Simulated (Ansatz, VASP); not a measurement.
**PbSe: VASP beside Ansatz**

File INCAR:

```
SYSTEM = PbSe
PREC = Accurate
ENCUT = 520
EDIFF = 1E-7
ISMEAR = -5
SIGMA = 0.1
LREAL = .FALSE.
LASPH = .TRUE.
NELM = 100
ALGO = Normal
ISIF = 2
LWAVE = .FALSE.
LCHARG = .FALSE.
GGA = PS
NBANDS = 17
```

Contents of KPOINTS:

```
regular mesh
0
G
  9 9 9
  0 0 0
```

Contents of POSCAR:

```
PbSe
1.0
    0.0000000000      3.0621500000      3.0621500000
    3.0621500000      0.0000000000      3.0621500000
    3.0621500000      3.0621500000      0.0000000000
Pb Se
1 1
Direct
    0.0000000000      0.0000000000      0.0000000000
    0.5000000000      0.5000000000      0.5000000000
```

Input for Ansatz:

```yaml
crystal:
  lattice:
    - [0.0, 3.06215, 3.06215]
    - [3.06215, 0.0, 3.06215]
    - [3.06215, 3.06215, 0.0]
  atoms:
    - { symbol: Pb, position: [0.0, 0.0, 0.0] }
    - { symbol: Se, position: [0.5, 0.5, 0.5] }
kpoints:
  mp_grid: { grid: [9, 9, 9] }
scf:
  occupations: { method: tetrahedron }
hamiltonian:
  xc: pbesol
  pseudopotentials: { kind: all_electron, lapw: { basis_error: 0.00025 } }
output:
  forces: true
  stress: true
  eigenvalues: true
```

Alike in both runs: task single point; functional PBEsol; k mesh 9 × 9 × 9; occupations tetrahedron; no spin polarisation.

|  | VASP | Ansatz |
| --- | --- | --- |
| version | VASP 6.6.1 | Ansatz 0.2.0 |
| potentials or method | VASP PAW PBE potentials, release 64 (Pb_d, Se), cutoff 520 eV | all-electron LAPW, scalar-relativistic |

```tsv
	VASP	Ansatz	Ansatz less VASP
pressure (GPa)	-0.6	-0.6	+0.01
```

VASP's potentials were made for PBE, not for PBEsol. Ansatz ran all-electron here, and VASP with PAW potentials. Ansatz's warnings: band table not solved further, tetrahedron derivatives may miss energy slope.

Neither program's run includes spin-orbit coupling.
